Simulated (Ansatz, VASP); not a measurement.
Cl: VASP beside Ansatz

```
CELL_PARAMETERS angstrom
3.71642 0.00000 0.00000
-1.85821 3.21851 0.00000
0.00000 0.00000 3.97586
ATOMIC_POSITIONS crystal
Cl 0.33333 0.66667 0.25000
Cl 0.66667 0.33333 0.75000
```

Change from the starting cell: volume scaled by 1.04, PAW files.

Alike in both runs: task electric field gradients; functional PBE; k mesh 19 × 19 × 10; occupations fermi-dirac, width 0.03 eV; no spin polarisation.

|  | VASP | Ansatz |
| --- | --- | --- |
| version | VASP 6.6.1 | Ansatz 0.2.0 |
| potentials or method | VASP PAW PBE potentials, release 64 (Cl) | PAW with Ansatz's default frozen-core files, scalar-relativistic |
| plane-wave cutoff (eV) | 520 | 420 |
| valence electrons in the cell | 14 | 14 |

```csv
,VASP,Ansatz,Ansatz less VASP
pressure (GPa),-1.2,-1.1,+0.09
"traceless stress, the component that is largest in VASP (GPa)",-0.45,-0.46,-0.006
size of Vzz on the site where it differs most (V/Å²),137.4,138.7,+1.28
```
